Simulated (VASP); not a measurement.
# Hf (Im-3m) in VASP: further runs

Hf is run at these levels: r2SCAN; tasks: single point.

All numbers are computed with VASP 6.6.1; they aren't measurements. Logs are shortened: lines on timing, memory, paths and dates and some standing lists are left out, and cuts for length are marked.

### Step 1. The cell of the first run

It takes space group Im-3m (No. 229, cubic). The conventional cell has a = 3.390 Å, b = 3.390 Å, c = 3.390 Å, α = 90.00°, β = 90.00°, γ = 90.00°. Within 3.9 Å of Hf (site symmetry m-3m) lie 14 Hf at 2.94 to 3.39 Å.

This isn't the form of Hf at room conditions, which is hcp.

### Step 2. Single point, r2SCAN (19.49 Å³/atom)

POSCAR reads:

```
Hf
1.0
   -1.6952011587      1.6952011587      1.6952011587
    1.6952011587     -1.6952011587      1.6952011587
    1.6952011587      1.6952011587     -1.6952011587
Hf
1
Direct
    0.0000000000      0.0000000000      0.0000000000
```

INCAR.step1 reads:

```
ALGO     = Normal         # electronic algorithm
EDIFF    = 1E-4           # SCF threshold, eV
ENCUT    = 520            # plane-wave cutoff, eV
GGA      = PE             # functional
ISMEAR   = 0              # smearing method
LASPH    = True           # aspherical terms in the spheres
LCHARG   = False          # write CHGCAR
LREAL    = False          # projectors in reciprocal space
LWAVE    = True           # write WAVECAR
NBANDS   = 11             # bands
NELM     = 80             # most SCF steps
PREC     = Accurate       # precision mode
SIGMA    = 0.1            # smearing width, eV
```

INCAR.step2 reads:

```
ALGO     = Normal         # electronic algorithm
EDIFF    = 1E-6           # SCF threshold, eV
ENCUT    = 520            # plane-wave cutoff, eV
ISIF     = 2              # what is computed and relaxed
ISMEAR   = 0              # smearing method
ISTART   = 1            
LASPH    = True           # aspherical terms in the spheres
LCHARG   = False          # write CHGCAR
LMIXTAU  = True         
LREAL    = False          # projectors in reciprocal space
LWAVE    = False          # write WAVECAR
METAGGA  = R2SCAN         # meta-GGA
NBANDS   = 11             # bands
NELM     = 80             # most SCF steps
PREC     = Accurate       # precision mode
SIGMA    = 0.1            # smearing width, eV
```

KPOINTS reads:

```
k-points
0
Gamma
  16 16 16
```

Potentials or basis: VASP PAW PBE potentials, release 64 (Hf_pv).

The run is started by

```console
$ cat potpaw_PBE.64/Hf_pv/POTCAR > POTCAR
$ cp INCAR.step1 INCAR
$ mpirun -np 1 vasp_std > vasp.out
$ cp INCAR.step2 INCAR
$ mpirun -np 1 vasp_std > vasp.out
```

OUTCAR:

```text
EDIFF = 1E-6
   ENCUT = 520
   ISIF = 2
   ISMEAR = 0
   ISTART = 1
   LASPH = True
   LREAL = False
   METAGGA = R2SCAN
   NELM = 80
   PREC = Accurate

 ion  position               nearest neighbor table
   1  0.000  0.000  0.000-

  LATTYP: Found a body centered cubic cell.
 ALAT       =     3.3904023174

  Lattice vectors:

 A1 = (  -1.6952011587,   1.6952011587,   1.6952011587)
 A2 = (   1.6952011587,  -1.6952011587,   1.6952011587)
 A3 = (   1.6952011587,   1.6952011587,  -1.6952011587)

Analysis of symmetry for initial positions (statically):
=====================================================================
 Subroutine PRICEL returns:
 Original cell was already a primitive cell.

 Routine SETGRP: Setting up the symmetry group for a
 body centered cubic supercell.

 Subroutine GETGRP returns: Found 48 space group operations
 (whereof 48 operations were pure point group operations)
 out of a pool of 48 trial point group operations.

The static configuration has the point symmetry O_h .

Analysis of symmetry for dynamics (positions and initial velocities):
=====================================================================
 Subroutine PRICEL returns:
 Original cell was already a primitive cell.

 Routine SETGRP: Setting up the symmetry group for a
 body centered cubic supercell.

 Subroutine GETGRP returns: Found 48 space group operations
 (whereof 48 operations were pure point group operations)
 out of a pool of 48 trial point group operations.

The dynamic configuration has the point symmetry O_h .

 Subroutine INISYM returns: Found 48 space group operations
 (whereof 48 operations are pure point group operations),
 and found     1 'primitive' translations

----------------------------------------------------------------------------------------

                                     Primitive cell

  volume of cell :      19.4860

  direct lattice vectors                    reciprocal lattice vectors
    -1.695201159  1.695201159  1.695201159     0.000000000  0.294950247  0.294950247
     1.695201159 -1.695201159  1.695201159     0.294950247  0.000000000  0.294950247
     1.695201159  1.695201159 -1.695201159     0.294950247  0.294950247  0.000000000

  length of vectors
     2.936174536  2.936174536  2.936174536     0.417122639  0.417122639  0.417122639

  position of ions in fractional coordinates (direct lattice)
     0.000000000  0.000000000  0.000000000

  ion indices of the primitive-cell ions
   primitive index   ion index
                 1           1

----------------------------------------------------------------------------------------

 KPOINTS: k-points

Automatic generation of k-mesh.
 Grid dimensions read from file:
 generate k-points for:   16   16   16

 Generating k-lattice:

  Cartesian coordinates                     Fractional coordinates (reciprocal lattice)
     0.000000000  0.018434390  0.018434390     0.062500000  0.000000000  0.000000000
     0.018434390  0.000000000  0.018434390     0.000000000  0.062500000  0.000000000
     0.018434390  0.018434390  0.000000000     0.000000000  0.000000000  0.062500000

  Length of vectors
     0.026070165  0.026070165  0.026070165

  Shift w.r.t. Gamma in fractional coordinates (k-lattice)
     0.000000000  0.000000000  0.000000000

 Subroutine IBZKPT returns following result:
 ===========================================

 Found    145 irreducible k-points:

 Following reciprocal coordinates:
            Coordinates               Weight
  0.000000  0.000000  0.000000      1.000000
  0.062500  0.000000  0.000000     12.000000
  0.125000  0.000000  0.000000     12.000000
  0.187500  0.000000  0.000000     12.000000
  0.250000  0.000000  0.000000     12.000000
  0.312500  0.000000  0.000000     12.000000
[... 16 lines left out ...]
  0.187500  0.187500  0.000000     24.000000
  0.250000  0.187500 -0.000000     48.000000
 [... further k-points ...]
   k-points           NKPTS =    145   k-points in BZ     NKDIM =    145   number of bands    NBANDS=     11
   number of dos      NEDOS =    301   number of ions     NIONS =      1
   total plane-waves  NPLWV =  13824
   dimension x,y,z NGX =    24 NGY =   24 NGZ =   24
   dimension x,y,z NGXF=    48 NGYF=   48 NGZF=   48
   ions per type =               1
   NGX,Y,Z   is equivalent  to a cutoff of  13.59, 13.59, 13.59 a.u.
   NGXF,Y,Z  is equivalent  to a cutoff of  27.18, 27.18, 27.18 a.u.
 SYSTEM =  unknown system
   PREC   = accura    normal or accurate (medium, high low for compatibility)
   ISTART =      1    job   : 0-new  1-cont  2-samecut
   ICHARG =      0    charge: 1-file 2-atom 10-const
   ISPIN  =      1    spin polarized calculation?
   LNONCOLLINEAR =      F non collinear calculations
   LSORBIT =      F    spin-orbit coupling
   LASPH  =      T    aspherical Exc in radial PAW
   ENCUT  =  520.0 eV  38.22 Ry    6.18 a.u.   5.46  5.46  5.46*2*pi/ulx,y,z
   NELM   =     80;   NELMIN=  2; NELMDL=  0     # of ELM steps
   EDIFF  = 0.1E-05   stopping-criterion for ELM
   LREAL  =      F    real-space projection
   EDIFFG = 0.1E-04   stopping-criterion for IOM
   NSW    =      0    number of steps for IOM
   IBRION =     -1    ionic relax: 0-MD 1-quasi-New 2-CG
   NFREE  =      0    steps in history (QN), initial steepest desc. (CG)
   ISIF   =      2    stress and relaxation
   ISYM   =      2    0-nonsym 1-usesym 2-fastsym
   POTIM  = 0.5000    time-step for ionic-motion
   TEBEG  =    0.0;   TEEND  =   0.0 temperature during run
   PSTRESS=    0.0 pullay stress
   NELECT =      10.0000    total number of electrons
   NUPDOWN=      -1.0000    fix difference up-down
   EMIN   =  10.00;   EMAX   =-10.00  energy-range for DOS
   EFERMI =   0.00;   METHOD = LEGACY
   ISMEAR =     0;   SIGMA  =   0.10  broadening in eV -4-tet -1-fermi 0-gaus
   EFERMI_NEDOS =   21; number of points for ismear=-14 and -15
   IALGO  =     38    algorithm
   IMIX   =      4    mixing-type and parameters
     AMIX     =   0.40;   BMIX     =  1.00
     AMIX_MAG =   1.60;   BMIX_MAG =  1.00
  volume/ion in A,a.u.               =      19.49       131.50
  Fermi-wavevector in a.u.,A,eV,Ry     =   1.310691  2.476847 23.373591  1.717910
  Thomas-Fermi vector in A             =   2.441204
   LORBIT       =      0    0 simple, 1 ext, 2 COOP (PROOUT), +10 PAW based schemes
   METAGGA = R2SCAN    functional components
   LHFCALC =     F    Hartree Fock is set to
   AEXX    =    0.0000 exact exchange contribution
   IVDW    =     0    specifies the selected vdW correction
   LEPSILON=     F    determine dielectric tensor
   LRPA    =     F    only Hartree local field effects (RPA)
 non-spin polarized calculation
 Gauss-broadening in eV      SIGMA  =   0.10
  energy-cutoff  :      520.00
  volume of cell :       19.49
 maximum number of plane-waves:       540
 NGX is ok and might be reduce to    24
   NGX = 11   NGY = 11   NGZ = 11

 number of electron      10.0000001 magnetization

 Free energy of the ion-electron system (eV)
  ---------------------------------------------------
  ext. energy  EPLUGINS =         0.00000000
  ---------------------------------------------------
  free energy    TOTEN  =       -44.83042120 eV

  energy without entropy =      -44.82521503  energy(sigma->0) =      -44.82781811

 E-fermi :   5.4279     XC(G=0): -12.8863

 val. band max:        5.3980456513   @ k =   0.3125   0.0000   0.0000
 cond. band min:       5.4504979123   @ k =   0.2500   0.2500   0.0000
 fundamental gap:      0.0524522610
 Fermi energy:         5.4279240870

 k-point     1 :       0.0000    0.0000    0.0000
  band No.  band energies     occupation
      1     -24.9771      2.00000
      2     -24.9771      2.00000
      3     -24.9771      2.00000
      4      -2.3802      2.00000
      5       7.3016      0.00000
      6       7.3016      0.00000
      7       7.3016      0.00000
      8      10.5344      0.00000
      9      10.5344      0.00000
     10      18.0850      0.00000
     11      20.0752      0.00000

 k-point     2 :       0.0625    0.0000    0.0000
  band No.  band energies     occupation
      1     -25.0326      2.00000
      2     -24.9933      2.00000
      3     -24.9776      2.00000
      4      -2.2025      2.00000
      5       7.1683      0.00000
      6       7.2469      0.00000
      7       7.4751      0.00000
      8      10.3093      0.00000
      9      10.5277      0.00000
     10      18.0850      0.00000
     11      20.2557      0.00000

 k-point     3 :       0.1250    0.0000    0.0000
  band No.  band energies     occupation
      1     -25.1878      2.00000
      2     -25.0391      2.00000
      3     -24.9790      2.00000
      4      -1.6925      2.00000
      5       6.8135      0.00000
      6       7.0132      0.00000
      7       7.9893      0.00000
      8       9.9217      0.00000
      9      10.5259      0.00000
     10      18.0850      0.00000
     11      20.6975      0.00000

 k-point     4 :       0.1875    0.0000    0.0000
  band No.  band energies     occupation
      1     -25.4132      2.00000
      2     -25.1068      2.00000
      3     -24.9811      2.00000
      4      -0.9225      2.00000
      5       6.3380      0.00000
      6       6.5392      0.00000
      7       8.8249      0.00000
      8       9.7945      0.00000
      9      10.5704      0.00000
     10      18.0850      0.00000
     11      21.0058      0.00000
[... 239 lines left out ...]
 k-point    22 :       0.4375    0.1250    0.0000
  band No.  band energies     occupation
      1     -26.2306      2.00000
      2     -25.4558      2.00000
      3     -25.0592      2.00000
      4       1.9945      2.00000
      5       4.8043      2.00000
      6       6.3482      0.00000
      7      10.2501      0.00000
      8      11.8555      0.00000
      9      15.1664      0.00000
     10      17.3520      0.00000
     11      18.0852      0.00000

 k-point    23 :       0.1875    0.1875    0.0000
  band No.  band energies     occupation
      1     -25.8859      2.00000
      2     -25.2910      2.00000
      3     -25.0736      2.00000
      4       1.2725      2.00000
      5       5.1028      2.00000
      6       5.6070      0.01130
      7       9.5844      0.00000
      8      11.4769      0.00000
      9      11.8507      0.00000
     10      18.0851      0.00000
     11      19.8449      0.00000

 k-point    24 :       0.2500    0.1875   -0.0000
  band No.  band energies     occupation
      1     -26.0149      2.00000
      2     -25.4003      2.00000
      3     -25.0911      2.00000
      4       2.0351      2.00000
      5       4.7938      2.00000
      6       5.4911      0.37136
      7       9.8665      0.00000
      8      11.5651      0.00000
      9      13.2640      0.00000
     10      18.0850      0.00000
     11      18.7489      0.00000

 [... further k-points ...]

------------------------ aborting loop because EDIFF is reached ----------------------------------------

  FORCE on cell =-STRESS in cart. coord.  units (eV):
  Direction    XX          YY          ZZ          XY          YZ          ZX
  --------------------------------------------------------------------------------------
  -------------------------------------------------------------------------------------
  Total        1.8962964      1.8962964      1.8962964     -0.0000000     -0.0000000      0.0000000
  in kB      155.9168674    155.9168674    155.9168674     -0.0000000     -0.0000000      0.0000000
  external PRESSURE =     155.9168674 kB  Pullay stress =       0.0000000 kB

 VOLUME and BASIS-vectors are now :
 -----------------------------------------------------------------------------
  energy-cutoff  :      520.00
  volume of cell :       19.49
      direct lattice vectors                 reciprocal lattice vectors
    -1.695201159  1.695201159  1.695201159     0.000000000  0.294950247  0.294950247
     1.695201159 -1.695201159  1.695201159     0.294950247  0.000000000  0.294950247
     1.695201159  1.695201159 -1.695201159     0.294950247  0.294950247  0.000000000

 POSITION                                       TOTAL-FORCE (eV/Angst)
 -----------------------------------------------------------------------------------
      0.00000      0.00000      0.00000         0.000000      0.000000     -0.000000
 -----------------------------------------------------------------------------------
    total drift:                               -0.000000      0.000000      0.000000

  FREE ENERGIE OF THE ION-ELECTRON SYSTEM (eV)
  ---------------------------------------------------
  free  energy   TOTEN  =       -44.8304211973 eV

  energy  without entropy=      -44.8252150281  energy(sigma->0) =      -44.82781811
```

Run time: 1.9 min. Hardware: 1 thread of Intel Xeon 8259CL, shared host; peak memory 0.17 GiB.

What came out:

* Free energy: -44.8304 eV
* Pressure: 15.6 GPa
* Band gap on the k mesh: zero (bands 5 and 6 overlap by 2.77 eV)

Levels at points of the mesh, in eV from the Fermi level:
| k point | band 1 | band 2 | band 3 | band 4 | band 5 | band 6 | band 7 | band 8 | band 9 | band 10 |
| --- | --- | --- | --- | --- | --- | --- | --- | --- | --- | --- |
| (0.00, 0.00, 0.00) | -30.41 | -30.41 | -30.41 | -7.81 | 1.87 | 1.87 | 1.87 | 5.11 | 5.11 | 12.66 |
| (0.50, 0.00, 0.00) | -31.72 | -30.81 | -30.42 | -3.94 | -0.66 | 1.51 | 5.09 | 6.23 | 9.24 | 11.63 |
| (0.50, 0.50, 0.50) | -31.30 | -31.30 | -31.30 | -3.40 | -3.40 | 8.20 | 8.20 | 8.20 | 8.77 | 8.77 |

Caveat: the cell stands under pressure; the PAW data sets were made with another functional, which shifts forces and pressure a little; spin-orbit coupling is left out, which moves the levels of the heavy elements.

### Step 3. Single point, r2SCAN (20.15 Å³/atom)

This run uses another cell than the first one, of 20.15 Å³/atom.

POSCAR reads:

```
Hf
1.0
   -1.7142499571      1.7142499571      1.7142499571
    1.7142499571     -1.7142499571      1.7142499571
    1.7142499571      1.7142499571     -1.7142499571
Hf
1
Direct
    0.0000000000      0.0000000000      0.0000000000
```

INCAR.step1 reads:

```
SYSTEM = Hf
PREC = Accurate ; ENCUT = 520
ISMEAR = 0 ; SIGMA = 0.1
LREAL = .FALSE. ; LASPH = .TRUE.
NELM = 100 ; NBANDS = 11
GGA = PE ; ALGO = Normal
EDIFF = 1E-4 ; LWAVE = .TRUE.
LCHARG = .FALSE.
```

INCAR.step2 reads:

```
SYSTEM = Hf
PREC = Accurate ; ENCUT = 520
EDIFF = 1E-6 ; ISMEAR = 0
SIGMA = 0.1 ; LREAL = .FALSE.
LASPH = .TRUE. ; NELM = 100
ALGO = Normal ; ISIF = 2
LWAVE = .FALSE. ; LCHARG = .FALSE.
METAGGA = R2SCAN ; LMIXTAU = .TRUE.
NBANDS = 11 ; ISTART = 1
```

KPOINTS reads:

```
regular mesh
0
G
  16 16 16
  0 0 0
```

Potentials or basis: VASP PAW PBE potentials, release 64 (Hf_pv).

The run is started by

```console
$ cat potpaw_PBE.64/Hf_pv/POTCAR > POTCAR
$ cp INCAR.step1 INCAR
$ mpirun -np 1 vasp_std > vasp.out
$ cp INCAR.step2 INCAR
$ mpirun -np 1 vasp_std > vasp.out
```

It took 2.2 min on 1 thread of Intel Xeon 8259CL, shared host; peak memory 0.17 GiB.

Results (log left out):

```yaml
Free_energy: -44.8849 eV
Pressure: 10.7 GPa
Band_gap_on_the_k_mesh: zero (bands 5 and 6 overlap by 2.71 eV)
```

Levels at points of the mesh, in eV from the Fermi level:
```csv
k point,band 3,band 4,band 5,band 6,band 7,band 8
"(0.00, 0.00, 0.00)",-30.54,-7.71,1.86,1.86,1.86,4.99
"(0.50, 0.00, 0.00)",-30.55,-3.82,-0.58,1.33,4.94,6.04
"(0.50, 0.50, 0.50)",-31.34,-3.21,-3.21,7.93,7.93,7.93
```

Caveat: the cell stands under pressure; the PAW data sets were made with another functional, which shifts forces and pressure a little; spin-orbit coupling is left out, which moves the levels of the heavy elements.

### Step 4. Single point, r2SCAN (21.48 Å³/atom)

This run uses another cell than the first one, of 21.48 Å³/atom.

POSCAR reads:

```
Hf
1.0
   -1.7511267995      1.7511267995      1.7511267995
    1.7511267995     -1.7511267995      1.7511267995
    1.7511267995      1.7511267995     -1.7511267995
Hf
1
Direct
    0.0000000000      0.0000000000      0.0000000000
```

INCAR.step1 reads:

```
ALGO = Normal
EDIFF = 1E-4
ENCUT = 520
GGA = PE
ISMEAR = 0
LASPH = True
LCHARG = False
LREAL = False
LWAVE = True
NBANDS = 11
NELM = 60
PREC = Accurate
SIGMA = 0.1
```

INCAR.step2 reads:

```
ALGO = Normal
EDIFF = 1E-7
ENCUT = 520
ISIF = 2
ISMEAR = 0
ISTART = 1
LASPH = True
LCHARG = False
LMIXTAU = True
LREAL = False
LWAVE = False
METAGGA = R2SCAN
NBANDS = 11
NELM = 60
PREC = Accurate
SIGMA = 0.1
```

KPOINTS reads:

```
k-points
0
Gamma
  16 16 16
```

The run is started by

```console
$ cat potpaw_PBE.64/Hf_pv/POTCAR > POTCAR
$ cp INCAR.step1 INCAR
$ mpirun -np 1 vasp_std > vasp.out
$ cp INCAR.step2 INCAR
$ mpirun -np 1 vasp_std > vasp.out
```

It took 2.3 min on 1 thread of Intel Xeon 8259CL, shared host; peak memory 0.17 GiB.

It converged, with:

```
Free energy            : -44.9397 eV
Pressure               : 2.8 GPa
Band gap on the k mesh : zero (bands 5 and 6 overlap by 2.59 eV)
```

Levels at points of the mesh, in eV from the Fermi level:
```tsv
k point	band 1	band 2	band 3	band 4	band 5	band 6	band 7	band 8	band 9	band 10
(0.00, 0.00, 0.00)	-30.80	-30.80	-30.80	-7.51	1.81	1.81	1.81	4.76	4.76	12.31
(0.50, 0.00, 0.00)	-31.76	-31.10	-30.80	-3.60	-0.45	1.03	4.66	5.70	8.31	11.14
(0.50, 0.50, 0.50)	-31.46	-31.46	-31.46	-2.89	-2.89	7.42	7.42	7.42	7.85	7.85
```

Caveat: the PAW data sets were made with another functional, which shifts forces and pressure a little; spin-orbit coupling is left out, which moves the levels of the heavy elements.

### Step 5. Overview

| cell | gap on the mesh (eV) | pressure (GPa) |
| --- | --- | --- |
| a = 2.936 Å, angles 109.5°, 1 atom | none | 15.6 |
| a = 2.969 Å, angles 109.5°, 1 atom | none | 10.7 |
| a = 3.033 Å, angles 109.5°, 1 atom | none | 2.8 |

Alike in all rows: task single point; level r2SCAN; potentials or basis VASP PAW PBE potentials, release 64 (Hf_pv); no spin polarisation; k mesh 16 × 16 × 16; cutoff (eV) 520; smearing gaussian 0.1 eV.

Caveats: the PAW data sets were made with another functional, which shifts forces and pressure a little; spin-orbit coupling is left out, which moves the levels of the heavy elements; the cell stands under pressure (at least some runs).

Total energies depend on the potentials used, so only differences within one code and one set of settings carry meaning.

The gap in the log of VASP goes by the Fermi energy; the results here count the filled bands.